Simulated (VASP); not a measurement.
# TiO2 (P4_2/mnm) in VASP: further runs, part 2 of 2

VASP 6.6.1. Earlier steps stand in the parts before.

### 3 Electric field gradients, PBE (10.30 Å³/atom)

This run uses another cell than the first one, of 10.30 Å³/atom.

INCAR

```
PREC     = Accurate       # precision mode
ENCUT    = 520            # plane-wave cutoff, eV
EDIFF    = 1E-8           # SCF threshold, eV
ISMEAR   = -1             # smearing method
SIGMA    = 0.05           # smearing width, eV
LREAL    = F              # projectors in reciprocal space
LASPH    = T              # aspherical terms in the spheres
NELM     = 80             # most SCF steps
ALGO     = Normal         # electronic algorithm
ISIF     = 2              # what is computed and relaxed
LWAVE    = F              # write WAVECAR
LCHARG   = F              # write CHGCAR
GGA      = PE             # functional
LEFG     = T            
NBANDS   = 33             # bands
```

KPOINTS

```
regular mesh
0
Gamma
  7 7 10
```

POSCAR

```
TiO2
1.0
    4.5786353367      0.0000000000      0.0000000000
    0.0000000000      4.5786353367      0.0000000000
    0.0000000000      0.0000000000      2.9491036050
Ti O
2 4
Direct
    0.0000000000      0.0000000000      0.0000000000
    0.5000000000      0.5000000000      0.5000000000
    0.3060000000      0.3060000000      0.0000000000
    0.1940000000      0.8060000000      0.5000000000
    0.6940000000      0.6940000000      0.0000000000
    0.8060000000      0.1940000000      0.5000000000
```

Potentials or basis: VASP PAW PBE potentials, release 64 (Ti_sv, O).

Command:

```sh
cat potpaw_PBE.64/Ti_sv/POTCAR potpaw_PBE.64/O/POTCAR > POTCAR
mpirun -np 1 vasp_std > vasp.out
```

OUTCAR:

```text
PREC = Accurate
   ENCUT = 520
   EDIFF = 1E-8
   ISMEAR = -1
   LREAL = F
   LASPH = T
   NELM = 80
   ISIF = 2
   GGA = PE

 ion  position               nearest neighbor table
   1  0.000  0.000  0.000-   4 1.94   6 1.94   4 1.94   6 1.94   5 1.98   3 1.98
   2  0.500  0.500  0.500-   3 1.94   5 1.94   3 1.94   5 1.94   4 1.98   6 1.98
   3  0.306  0.306  0.000-   2 1.94   2 1.94   1 1.98
   4  0.194  0.806  0.500-   1 1.94   1 1.94   2 1.98
   5  0.694  0.694  0.000-   2 1.94   2 1.94   1 1.98
   6  0.806  0.194  0.500-   1 1.94   1 1.94   2 1.98

  LATTYP: Found a simple tetragonal cell.
 ALAT       =     4.5786353367
 C/A-ratio  =     0.6441010013

  Lattice vectors:

 A1 = (   4.5786353367,   0.0000000000,   0.0000000000)
 A2 = (   0.0000000000,   4.5786353367,   0.0000000000)
 A3 = (   0.0000000000,   0.0000000000,   2.9491036050)

Analysis of symmetry for initial positions (statically):
=====================================================================
 Subroutine PRICEL returns:
 Original cell was already a primitive cell.

 Routine SETGRP: Setting up the symmetry group for a
 simple tetragonal supercell.

 Subroutine GETGRP returns: Found 16 space group operations
 (whereof  8 operations were pure point group operations)
 out of a pool of 16 trial point group operations.

The static configuration has the point symmetry D_2h.
 The point group associated with its full space group is D_4h.

Analysis of symmetry for dynamics (positions and initial velocities):
=====================================================================
 Subroutine PRICEL returns:
 Original cell was already a primitive cell.

 Routine SETGRP: Setting up the symmetry group for a
 simple tetragonal supercell.

 Subroutine GETGRP returns: Found 16 space group operations
 (whereof  8 operations were pure point group operations)
 out of a pool of 16 trial point group operations.

The dynamic configuration has the point symmetry D_2h.
 The point group associated with its full space group is D_4h.

 Subroutine INISYM returns: Found 16 space group operations
 (whereof  8 operations are pure point group operations),
 and found     1 'primitive' translations

----------------------------------------------------------------------------------------

                                     Primitive cell

  volume of cell :      61.8247

  direct lattice vectors                    reciprocal lattice vectors
     4.578635337  0.000000000  0.000000000     0.218405688  0.000000000  0.000000000
     0.000000000  4.578635337  0.000000000     0.000000000  0.218405688  0.000000000
     0.000000000  0.000000000  2.949103605     0.000000000  0.000000000  0.339086086

  length of vectors
     4.578635337  4.578635337  2.949103605     0.218405688  0.218405688  0.339086086

  position of ions in fractional coordinates (direct lattice)
     0.000000000  0.000000000  0.000000000
     0.500000000  0.500000000  0.500000000
     0.306000000  0.306000000  0.000000000
     0.194000000  0.806000000  0.500000000
[... 106 lines left out ...]
  Thomas-Fermi vector in A             =   2.615599
   LORBIT       =      0    0 simple, 1 ext, 2 COOP (PROOUT), +10 PAW based schemes
   GGA     = PE    functional components
   LHFCALC =     F    Hartree Fock is set to
   AEXX    =    0.0000 exact exchange contribution
   IVDW    =     0    specifies the selected vdW correction
   LEPSILON=     F    determine dielectric tensor
   LRPA    =     F    only Hartree local field effects (RPA)
 non-spin polarized calculation
  energy-cutoff  :      520.00
  volume of cell :       61.82
 maximum number of plane-waves:      1685
 NGX is ok and might be reduce to    36
   NGX = 17   NGY = 17   NGZ = 11

 number of electron      48.0000018 magnetization

 Free energy of the ion-electron system (eV)
  ---------------------------------------------------
  ext. energy  EPLUGINS =         0.00000000
  ---------------------------------------------------
  free energy    TOTEN  =       -53.61037071 eV

  energy without entropy =      -53.61037071  energy(sigma->0) =      -53.61037071

 E-fermi :   5.8652     XC(G=0): -11.4618

 val. band max:        4.9292368586   @ k =   0.0000   0.0000   0.0000
 cond. band min:       6.8625418013   @ k =   0.0000   0.0000   0.0000
 fundamental gap:      1.9333049427
 Fermi energy:         5.8652083096

 k-point     1 :       0.0000    0.0000    0.0000
  band No.  band energies     occupation
      1     -51.9252      2.00000
      2     -51.9072      2.00000
      3     -28.2455      2.00000
      4     -28.2455      2.00000
      5     -28.0707      2.00000
      6     -28.0707      2.00000
[... 853 lines left out ...]
     32      10.4375      0.00000
     33      11.3524      0.00000

 [... further k-points ...]

------------------------ aborting loop because EDIFF is reached ----------------------------------------

  FORCE on cell =-STRESS in cart. coord.  units (eV):
  Direction    XX          YY          ZZ          XY          YZ          ZX
  --------------------------------------------------------------------------------------
  -------------------------------------------------------------------------------------
  Total        3.3240625      3.3240625      3.4110635      0.0000000      0.0000000      0.0000000
  in kB       86.1425305     86.1425305     88.3971456      0.0000000      0.0000000      0.0000000
  external PRESSURE =      86.8940689 kB  Pullay stress =       0.0000000 kB

 VOLUME and BASIS-vectors are now :
 -----------------------------------------------------------------------------
  energy-cutoff  :      520.00
  volume of cell :       61.82
      direct lattice vectors                 reciprocal lattice vectors
     4.578635337  0.000000000  0.000000000     0.218405688  0.000000000  0.000000000
     0.000000000  4.578635337  0.000000000     0.000000000  0.218405688  0.000000000
     0.000000000  0.000000000  2.949103605     0.000000000  0.000000000  0.339086086

 POSITION                                       TOTAL-FORCE (eV/Angst)
 -----------------------------------------------------------------------------------
      0.00000      0.00000      0.00000         0.000000      0.000000      0.000000
      2.28932      2.28932      1.47455         0.000000      0.000000      0.000000
      1.40106      1.40106      0.00000        -0.225746     -0.225746      0.000000
      0.88826      3.69038      1.47455         0.225746     -0.225746      0.000000
      3.17757      3.17757      0.00000         0.225746      0.225746      0.000000
      3.69038      0.88826      1.47455        -0.225746      0.225746      0.000000
 -----------------------------------------------------------------------------------
    total drift:                               -0.000000      0.000000      0.000000

  FREE ENERGIE OF THE ION-ELECTRON SYSTEM (eV)
  ---------------------------------------------------
  free  energy   TOTEN  =       -53.6103707073 eV

  energy  without entropy=      -53.6103707071  energy(sigma->0) =      -53.61037071

 Electric field gradients (V/A^2)
---------------------------------------------------------------------
 ion       V_xx      V_yy      V_zz      V_xy      V_xz      V_yz
---------------------------------------------------------------------
   1      13.004    13.004   -26.009     6.894     0.000    -0.000
   2      13.004    13.004   -26.009    -6.894    -0.000     0.000
   3       1.071     1.071    -2.142    20.661     0.000    -0.000
   4       1.071     1.071    -2.142   -20.661    -0.000     0.000
   5       1.071     1.071    -2.142    20.661    -0.000     0.000
   6       1.071     1.071    -2.142   -20.661     0.000    -0.000
---------------------------------------------------------------------

 Electric field gradients after diagonalization (V/A^2)
 (convention: |V_zz| > |V_xx| > |V_yy|)
----------------------------------------------------------------------
 ion       V_xx      V_yy      V_zz     asymmetry (V_yy - V_xx)/ V_zz
----------------------------------------------------------------------
   1      19.898     6.110   -26.009       0.530
   2      19.898     6.110   -26.009       0.530
   3     -19.590    -2.142    21.732       0.803
   4     -19.590    -2.142    21.732       0.803
   5     -19.590    -2.142    21.732       0.803
   6     -19.590    -2.142    21.732       0.803
----------------------------------------------------------------------

           NMR quadrupolar parameters

 Cq : quadrupolar parameter    Cq=e*Q*V_zz/h
 eta: asymmetry parameters     (V_yy - V_xx)/ V_zz
 Q  : nuclear electric quadrupole moment in mb (millibarn)
----------------------------------------------------------------------
 ion       Cq(MHz)       eta       Q (mb)
----------------------------------------------------------------------
   1      -0.063       0.530       1.000
   2      -0.063       0.530       1.000
   3       0.053       0.803       1.000
   4       0.053       0.803       1.000
   5       0.053       0.803       1.000
   6       0.053       0.803       1.000
----------------------------------------------------------------------
```

Wall time 3.3 min (1 thread of Intel Xeon 8259CL, shared host); peak memory 0.23 GiB.

What came out:

| Quantity | Value |
| --- | --- |
| Free energy | -53.6104 eV |
| Pressure | 8.7 GPa |
| Largest force | 0.319 eV/Å |
| Band gap on the k mesh | 1.93 eV |
| Largest electric field gradient by atom | Ti -26.0; O +21.7 V/Å² |

Forces on the atoms (eV/Å):
```
Ti   0.000  0.000  0.000
Ti   0.000  0.000  0.000
O   -0.226 -0.226  0.000
O    0.226 -0.226  0.000
O    0.226  0.226  0.000
O   -0.226  0.226  0.000
```

Electric field gradients, principal values (V/Å²):
| atom | least | middle | greatest (by size) |
| --- | --- | --- | --- |
| 1 Ti | 6.110 | 19.898 | -26.009 |
| 2 Ti | 6.110 | 19.898 | -26.009 |
| 3 O | -2.142 | -19.590 | 21.732 |
| 4 O | -2.142 | -19.590 | 21.732 |
| 5 O | -2.142 | -19.590 | 21.732 |
| 6 O | -2.142 | -19.590 | 21.732 |

Caveat: the cell stands under pressure; without QUAD_EFG the Cq values of the log hold for a quadrupole moment of 1 mb, not for the nuclei; an odd mesh through Γ misses points on the zone boundary, where band edges can lie.
